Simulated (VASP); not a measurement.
Set up this calculation in VASP 6.6.1, as the native input.

- Task: single point
- Functional: PBE
- Potentials or basis: VASP PAW PBE potentials, release 64 (La, O)
- Cutoff: 520 eV
- k mesh: 4 × 4 × 4
- Occupations: gaussian, width 0.1 eV
- Spin: no spin polarisation
- Dipole correction: no
- Further INCAR settings: ALGO = Normal; EDIFF = 1e-06; NBANDS = 28

The structure of La2O3 lies in POSCAR:

```
La2O3
1.0
    3.9841656000      0.0000000000      0.0000000000
    0.0000000000      3.9841656000      0.0000000000
    0.0000000000      0.0000000000      6.1533913900
La O
2 3
Direct
    0.0000000000      0.5000000000      0.0000000000
    0.5000000000      0.0000000000      0.0000000000
    0.5000000000      0.5000000000      0.2429990900
    0.5000000000      0.5000000000      0.7570009100
    0.5000000000      0.5000000000      0.5000000000
```

The input as run:

INCAR

```
  PREC = Accurate
  ENCUT = 520
  EDIFF = 1E-6
  ISMEAR = 0
  SIGMA = 0.1
  LREAL = F
  LASPH = T
  NELM = 60
  ALGO = Normal
  ISIF = 2
  LWAVE = F
  LCHARG = F
  GGA = PE
  NBANDS = 28
```

KPOINTS

```
regular mesh
0
Gamma
  4 4 4
```

Potentials or basis: VASP PAW PBE potentials, release 64 (La, O).

Command:

```sh
$ cat potpaw_PBE.64/La/POTCAR potpaw_PBE.64/O/POTCAR > POTCAR
$ mpirun -np 1 vasp_std > vasp.out
```

It gave:

- Pressure: 19.2 GPa
- Largest force: 4.950 eV/Å
- Band gap on the k mesh: zero (band 20 reaches 6.49 eV, above the bottom of band 21 at 5.07 eV)

Caveat: the k points lie up to 0.39 Å⁻¹ apart; spin-orbit coupling is left out, which moves the levels of the heavy elements; forces of over 1 eV/Å act on the atoms, so gaps and moduli don't describe the material at rest.

Run time: 46 s on 1 thread of Intel(R) Xeon(R) 6975P-C (Granite Rapids) (shared host), peak memory 0.22 GiB.
